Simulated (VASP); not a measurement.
# SiC4 (I4/mmm) in VASP: notebook

The runs below take SiC4 through single point, relaxation of cell and atoms, with PBE.

Program: VASP 6.6.1. These are calculated values, not measurements. Logs are shortened: lines on timing, memory, paths and dates and some standing lists are left out, and cuts for length are marked.

## 1. The cell of the first run

Symmetry: I4/mmm, No. 139, tetragonal system. The conventional cell has a = 2.659 Å, b = 2.659 Å, c = 18.801 Å, α = 90.00°, β = 90.00°, γ = 90.00°. Within 3.5 Å of Si (site symmetry 4/mmm) lie 4 Si at 2.66 Å and 8 C at 2.66 Å. Within 3.5 Å of C (site symmetry 4mm) lie 8 C at 2.66 Å and 4 Si at 2.66 Å. C (site symmetry 4mm) has 12 C at 2.66 Å within 3.5 Å.

## 2. Single point, PBE, collinear spin

INCAR reads:

```
PREC = Accurate
ENCUT = 520
EDIFF = 1E-6
ISMEAR = 0
SIGMA = 0.1
LREAL = False
LASPH = True
NELM = 150
ALGO = Normal
ISIF = 2
LWAVE = False
LCHARG = True
ISPIN = 2
MAGMOM = 0 1 1 1 1
LORBIT = 11
GGA = PE
LELF = True
LVHAR = True
NBANDS = 22
```

KPOINTS reads:

```
Automatic mesh
0
Gamma
  8 8 8
```

POSCAR reads:

```
SiC4
1.0
   -1.3293994000      1.3293994000      9.4002733100
    1.3293994000     -1.3293994000      9.4002733100
    1.3293994000      1.3293994000     -9.4002733100
Si C
1 4
Direct
    0.0000000000      0.0000000000      0.0000000000
    0.6000000000      0.6000000000      0.0000000000
    0.2000000000      0.2000000000      0.0000000000
    0.8000000000      0.8000000000      0.0000000000
    0.4000000000      0.4000000000      0.0000000000
```

Potentials or basis: VASP PAW PBE potentials, release 64 (Si, C).

Run with:

```console
$ cat potpaw_PBE.64/Si/POTCAR potpaw_PBE.64/C/POTCAR > POTCAR
$ mpirun -np 1 vasp_std > vasp.out
```

OUTCAR:

```text
PREC = Accurate
   ENCUT = 520
   EDIFF = 1E-6
   ISMEAR = 0
   LREAL = False
   LASPH = True
   NELM = 150
   ISIF = 2
   ISPIN = 2
   LORBIT = 11
   GGA = PE

 ion  position               nearest neighbor table
   1  0.000  0.000  0.000-
   2  0.600  0.600  0.000-
   3  0.200  0.200  0.000-
   4  0.800  0.800  0.000-
   5  0.400  0.400  0.000-

  LATTYP: Found a body centered tetragonal cell.
 ALAT       =     2.6587988000
 C/A-ratio  =     7.0710678145

  Lattice vectors:

 A1 = (  -1.3293994000,   1.3293994000,   9.4002733100)
 A2 = (   1.3293994000,  -1.3293994000,   9.4002733100)
 A3 = (   1.3293994000,   1.3293994000,  -9.4002733100)

Analysis of symmetry for initial positions (statically):
=====================================================================
 Subroutine PRICEL returns:
 Original cell was already a primitive cell.

 Routine SETGRP: Setting up the symmetry group for a
 body centered tetragonal supercell.

 Subroutine GETGRP returns: Found 16 space group operations
 (whereof 16 operations were pure point group operations)
 out of a pool of 16 trial point group operations.

The static configuration has the point symmetry D_4h.

Analysis of symmetry for dynamics (positions and initial velocities):
=====================================================================
 Subroutine PRICEL returns:
 Original cell was already a primitive cell.

 Routine SETGRP: Setting up the symmetry group for a
 body centered tetragonal supercell.

 Subroutine GETGRP returns: Found 16 space group operations
 (whereof 16 operations were pure point group operations)
 out of a pool of 16 trial point group operations.

The dynamic configuration has the point symmetry D_4h.

Analysis of structural, dynamic, and magnetic symmetry:
=====================================================================
 Subroutine PRICEL returns:
 Original cell was already a primitive cell.

 Routine SETGRP: Setting up the symmetry group for a
 body centered tetragonal supercell.

 Subroutine GETGRP returns: Found 16 space group operations
 (whereof 16 operations were pure point group operations)
 out of a pool of 16 trial point group operations.

The overall configuration has the point symmetry D_4h.

 Subroutine INISYM returns: Found 16 space group operations
 (whereof 16 operations are pure point group operations),
 and found     1 'primitive' translations
[... 129 lines left out ...]
   IVDW    =     0    specifies the selected vdW correction
   LEPSILON=     F    determine dielectric tensor
   LRPA    =     F    only Hartree local field effects (RPA)
 spin polarized calculation
 Gauss-broadening in eV      SIGMA  =   0.10
  energy-cutoff  :      520.00
  volume of cell :       66.45
 maximum number of plane-waves:      1804
   NGX = 35   NGY = 35   NGZ = 35

 number of electron      20.0000000 magnetization       0.0008204

 number of electron      20.0000000 magnetization      -0.0000393

 Free energy of the ion-electron system (eV)
  ---------------------------------------------------
  ext. energy  EPLUGINS =         0.00000000
  ---------------------------------------------------
  free energy    TOTEN  =       -21.01627979 eV

  energy without entropy =      -21.00125051  energy(sigma->0) =      -21.00876515

 E-fermi :   3.5797     XC(G=0): -10.3030

 val. band max:        3.5740974472   @ k =   0.5000   0.3750   0.0000
 cond. band min:       3.5831183105   @ k =   0.1250   0.1250   0.1250
 fundamental gap:      0.0090208632
 Fermi energy:         3.5797449371

 spin component 1

 k-point     1 :       0.0000    0.0000    0.0000
  band No.  band energies     occupation
      1      -9.9501      1.00000
      2      -8.4302      1.00000
      3      -8.2648      1.00000
      4      -4.9354      1.00000
      5      -3.9663      1.00000
      6       1.4903      1.00000
[... 589 lines left out ...]
     21      12.9009      0.00000
     22      15.0437      0.00000

 [... further k-points ...]

 spin component 2

 k-point     1 :       0.0000    0.0000    0.0000
  band No.  band energies     occupation
      1      -9.9502      1.00000
      2      -8.4303      1.00000
      3      -8.2647      1.00000
      4      -4.9354      1.00000
      5      -3.9664      1.00000
      6       1.4903      1.00000
[... 589 lines left out ...]
     21      12.9007      0.00000
     22      15.0436      0.00000

 [... further k-points ...]

------------------------ aborting loop because EDIFF is reached ----------------------------------------

  FORCE on cell =-STRESS in cart. coord.  units (eV):
  Direction    XX          YY          ZZ          XY          YZ          ZX
  --------------------------------------------------------------------------------------
  -------------------------------------------------------------------------------------
  Total      -10.0916714    -10.0916714    -11.4842652      0.0000000      0.0000000      0.0000000
  in kB     -243.3112852   -243.3112852   -276.8868727      0.0000000      0.0000000      0.0000000
  external PRESSURE =    -254.5031477 kB  Pullay stress =       0.0000000 kB

 VOLUME and BASIS-vectors are now :
 -----------------------------------------------------------------------------
  energy-cutoff  :      520.00
  volume of cell :       66.45
      direct lattice vectors                 reciprocal lattice vectors
    -1.329399400  1.329399400  9.400273310     0.000000000  0.376109693  0.053189943
     1.329399400 -1.329399400  9.400273310     0.376109693  0.000000000  0.053189943
     1.329399400  1.329399400 -9.400273310     0.376109693  0.376109693  0.000000000

 POSITION                                       TOTAL-FORCE (eV/Angst)
 -----------------------------------------------------------------------------------
      0.00000      0.00000      0.00000         0.000000      0.000000      0.000000
      0.00000      0.00000     11.28033        -0.000000     -0.000000     -0.111532
      0.00000      0.00000      3.76011         0.000000      0.000000      0.184349
      0.00000      0.00000     15.04044        -0.000000     -0.000000     -0.184349
      0.00000      0.00000      7.52022        -0.000000     -0.000000      0.111532
 -----------------------------------------------------------------------------------
    total drift:                                0.000000     -0.000000     -0.000000

  FREE ENERGIE OF THE ION-ELECTRON SYSTEM (eV)
  ---------------------------------------------------
  free  energy   TOTEN  =       -21.0162797936 eV

  energy  without entropy=      -21.0012505053  energy(sigma->0) =      -21.00876515

 total charge

# of ion       s       p       d       tot
------------------------------------------
    1        0.843   0.602   0.000   1.445
    2        1.056   0.933   0.000   1.989
    3        1.081   0.848   0.000   1.930
    4        1.081   0.848   0.000   1.930
    5        1.056   0.933   0.000   1.989
--------------------------------------------------
tot          5.117   4.165   0.000   9.282

 magnetization (x)

# of ion       s       p       d       tot
------------------------------------------
    1       -0.000  -0.000   0.000  -0.000
    2       -0.000  -0.000   0.000  -0.000
    3        0.000   0.000   0.000   0.000
    4        0.000   0.000   0.000   0.000
    5       -0.000  -0.000   0.000  -0.000
--------------------------------------------------
tot          0.000   0.000   0.000   0.000
```

OSZICAR:

```text
N       E                     dE             d eps       ncg     rms          rms(c)
DAV:   1     0.349777907546E+02    0.34978E+02   -0.82245E+03  5192   0.752E+02
DAV:   2    -0.175191653163E+02   -0.52497E+02   -0.48937E+02  6812   0.134E+02
DAV:   3    -0.203339751062E+02   -0.28148E+01   -0.27454E+01  6178   0.255E+01
DAV:   4    -0.203589364023E+02   -0.24961E-01   -0.24947E-01  6104   0.287E+00
DAV:   5    -0.203591544589E+02   -0.21806E-03   -0.21805E-03  6278   0.264E-01    0.551E+00
DAV:   6    -0.207113961343E+02   -0.35224E+00   -0.30746E+00  6138   0.578E+00    0.385E+00
DAV:   7    -0.206780233687E+02    0.33373E-01   -0.14980E+00  6200   0.407E+00    0.256E+00
DAV:   8    -0.209388607464E+02   -0.26084E+00   -0.15207E-01  5990   0.188E+00    0.101E+00
DAV:   9    -0.210069443926E+02   -0.68084E-01   -0.46676E-02  6248   0.111E+00    0.381E-01
DAV:  10    -0.210142724874E+02   -0.73281E-02   -0.56142E-03  6248   0.351E-01    0.231E-01
DAV:  11    -0.210158163939E+02   -0.15439E-02   -0.12660E-03  6214   0.163E-01    0.116E-01
DAV:  12    -0.210162420052E+02   -0.42561E-03   -0.60986E-04  6492   0.979E-02    0.296E-02
DAV:  13    -0.210162741570E+02   -0.32152E-04   -0.62167E-05  6140   0.417E-02    0.157E-02
DAV:  14    -0.210162784439E+02   -0.42868E-05   -0.45926E-06  6606   0.116E-02    0.653E-03
DAV:  15    -0.210162797370E+02   -0.12931E-05   -0.23748E-06  3920   0.624E-03    0.229E-03
DAV:  16    -0.210162797936E+02   -0.56620E-07   -0.51324E-07  3268   0.345E-03
   1 F= -.21016280E+02 E0= -.21008765E+02  d E =-.150293E-01  mag=     0.0000
```

Run time: 23 min. Hardware: 1 thread of Intel Xeon Platinum 8559C (Emerald Rapids), shared host; peak memory 0.99 GiB.

Results:

```yaml
Free_energy: -21.0163 eV
Pressure: -25.5 GPa
Largest_force: 0.184 eV/Å
Band_gap_on_the_k_mesh: zero (filled and empty bands overlap)
Net_moment: 0.00 μB per cell
Valence_electrons_inside_the_program's_atomic_spheres: Si 1.45; C 1.99, 1.93 (each value once)
```

Forces on the atoms (eV/Å):
```
Si   0.000  0.000  0.000
C    0.000  0.000 -0.112
C    0.000  0.000  0.184
C    0.000  0.000 -0.184
C    0.000  0.000  0.112
```

Stress tensor (GPa, compression positive):
```
-24.33   0.00   0.00
  0.00 -24.33   0.00
  0.00   0.00 -27.69
```

Caveat: the cell stands under tension.

## 3. Single point, PBE

This run uses another cell than the first one, of 7.28 Å³/atom.

INCAR reads:

```
ALGO = Normal ; EDIFF = 1E-6
ENCUT = 520 ; GGA = PE
ISIF = 2 ; ISMEAR = 0
LASPH = T ; LCHARG = F
LREAL = F ; LWAVE = F
NBANDS = 18 ; NELM = 60
PREC = Accurate ; SIGMA = 0.1
```

KPOINTS reads:

```
k-points
0
Gamma
  20 20 20
```

POSCAR reads:

```
SiC4
1.0
   -1.2565859399      1.2565859399      5.7592505132
    1.2565859399     -1.2565859399      5.7592505132
    1.2565859399      1.2565859399     -5.7592505132
Si C
1 4
Direct
    0.0000000000      0.0000000000      0.0000000000
    0.6025948507      0.6025948507      0.0000000000
    0.2731589482      0.2731589482      0.0000000000
    0.7268410518      0.7268410518      0.0000000000
    0.3974051493      0.3974051493      0.0000000000
```

Potentials or basis: VASP PAW PBE potentials, release 64 (Si, C).

Run with:

```console
$ cat potpaw_PBE.64/Si/POTCAR potpaw_PBE.64/C/POTCAR > POTCAR
$ mpirun -np 1 vasp_std > vasp.out
```

It took 22 min on 1 thread of Intel Xeon Platinum 8559C (Emerald Rapids), shared host; peak memory 0.56 GiB.

The run converged. Its results:

- Free energy: -33.4357 eV
- Pressure: 0.3 GPa
- Largest force: 0.057 eV/Å
- Band gap on the k mesh: zero (bands 10 and 11 overlap by 6.10 eV)

Forces on the atoms (eV/Å):
```
Si   0.000  0.000  0.000
C    0.000  0.000 -0.054
C    0.000  0.000 -0.057
C    0.000  0.000  0.057
C    0.000  0.000  0.054
```

Stress tensor (GPa, compression positive):
```
0.13 0.00 0.00
0.00 0.13 0.00
0.00 0.00 0.60
```

Levels at points of the mesh, in eV from the Fermi level:
```tsv
k point	band 8	band 9	band 10	band 11	band 12	band 13
(0.00, 0.00, 0.00)	-0.37	-0.37	2.88	3.26	3.26	5.81
(0.50, 0.00, 0.00)	-3.56	0.18	0.66	3.58	4.27	5.41
(0.50, 0.50, 0.00)	-4.69	-4.44	-3.93	-2.17	-1.60	-0.99
(0.50, 0.50, 0.50)	1.11	1.11	1.33	1.33	2.69	5.96
```

## 4. Relaxation of cell and atoms, PBE

This run uses another cell than the first one, of 7.27 Å³/atom.

INCAR reads:

```
SYSTEM = SiC4
  ALGO = Normal
  EDIFF = 1E-6
  EDIFFG = -0.01
  ENCUT = 600
  GGA = PE
  IBRION = 2
  ISIF = 3
  ISMEAR = 0
  LASPH = .True.
  LCHARG = .False.
  LREAL = .False.
  LWAVE = .False.
  NELM = 80
  NSW = 100
  PREC = Accurate
  SIGMA = 0.1
```

KPOINTS reads:

```
k-points
0
Gamma
  20 20 20
  0 0 0
```

POSCAR reads:

```
SiC4
1.0
   -1.2553522417      1.2553522417      5.7651599348
    1.2553522417     -1.2553522417      5.7651599348
    1.2553522417      1.2553522417     -5.7651599348
Si C
1 4
Direct
    0.0000000000      0.0000000000      0.0000000000
    0.6022345326      0.6022345326      0.0000000000
    0.2731714998      0.2731714998      0.0000000000
    0.7268285002      0.7268285002      0.0000000000
    0.3977654674      0.3977654674      0.0000000000
```

Run with:

```console
$ cat potpaw_PBE.64/Si/POTCAR potpaw_PBE.64/C/POTCAR > POTCAR
$ mpirun -np 1 vasp_std > vasp.out
```

It took 57 min on 1 thread of Intel Xeon 6975P-C (Granite Rapids), shared host; peak memory 0.61 GiB.

Results (log left out):

| Property | Result |
| --- | --- |
| Free energy | -33.4404 eV |
| Relaxed volume | 7.27 Å³/atom |
| Relaxed cell | a = 6.026 Å, b = 6.026 Å, c = 6.026 Å, α = 155.94°, β = 155.94°, γ = 34.29° |
| Space group after relaxing (to 0.1 Å) | I4/mmm (No. 139) |
| Energy gained by relaxing | 0.1 meV/atom |
| Ionic steps | 5 |
| Pressure after relaxing | 0.0 GPa |
| Band gap on the k mesh | zero (bands 10 and 11 overlap by 6.10 eV) |

Step by step:
```tsv
step	energy change (eV)	largest force (eV/Å)	pressure (GPa)	volume (Å³)
1	0.0000	0.1267	-0.20	36.34
2	0.0008	0.1879	0.99	36.29
3	-0.0005	0.0555	0.25	36.32
4	-0.0006	0.0242	-0.14	36.37
5	-0.0006	0.0020	-0.03	36.35
```

Final structure:
```
CELL_PARAMETERS angstrom
-1.25627 1.25627 5.75856
1.25627 -1.25627 5.75856
1.25627 1.25627 -5.75856
ATOMIC_POSITIONS crystal
Si 0.00000 0.00000 0.00000
C 0.60251 0.60251 0.00000
C 0.27307 0.27307 0.00000
C 0.72693 0.72693 0.00000
C 0.39749 0.39749 0.00000
```

Levels at points of the mesh, in eV from the Fermi level:
| k point | band 6 | band 7 | band 8 | band 9 | band 10 | band 11 | band 12 | band 13 | band 14 |
| --- | --- | --- | --- | --- | --- | --- | --- | --- | --- |
| (0.00, 0.00, 0.00) | -2.94 | -2.94 | -0.37 | -0.37 | 2.87 | 3.25 | 3.25 | 5.80 | 6.06 |
| (0.50, 0.00, 0.00) | -8.49 | -4.81 | -3.55 | 0.18 | 0.67 | 3.59 | 4.25 | 5.40 | 6.96 |
| (0.50, 0.50, 0.00) | -7.61 | -5.91 | -4.69 | -4.44 | -3.93 | -2.19 | -1.60 | -0.99 | 2.96 |
| (0.50, 0.50, 0.50) | -3.12 | -3.12 | 1.12 | 1.12 | 1.32 | 1.32 | 2.68 | 5.97 | 5.98 |

## 5. The runs side by side

| task | spin | cell | k mesh | cutoff (eV) | gap on the mesh (eV) | pressure (GPa) | largest force (eV/Å) |
| --- | --- | --- | --- | --- | --- | --- | --- |
| single point | collinear | a = 9.586 Å, angles 164.1, 164.1, 22.6°, 5 atoms, atomic positions A | 8 × 8 × 8 | 520 | none | -25.5 | 0.18 |
| single point | off | a = 6.027 Å, angles 155.9, 155.9, 34.3°, 5 atoms, atomic positions B | 20 × 20 × 20 | 520 | none | 0.3 | 0.06 |
| relaxation of cell and atoms | off | relaxed from a = 6.032 Å, angles 156.0, 156.0, 34.2°, 5 atoms, atomic positions B | 20 × 20 × 20 | 600 | none | 0.0 | - |

Alike in all rows: level PBE; potentials or basis VASP PAW PBE potentials, release 64 (Si, C); smearing gaussian 0.1 eV.

Caveats: the cell stands under tension (at least some runs).

Total energies depend on the potentials used, so only differences within one code and one set of settings carry meaning.
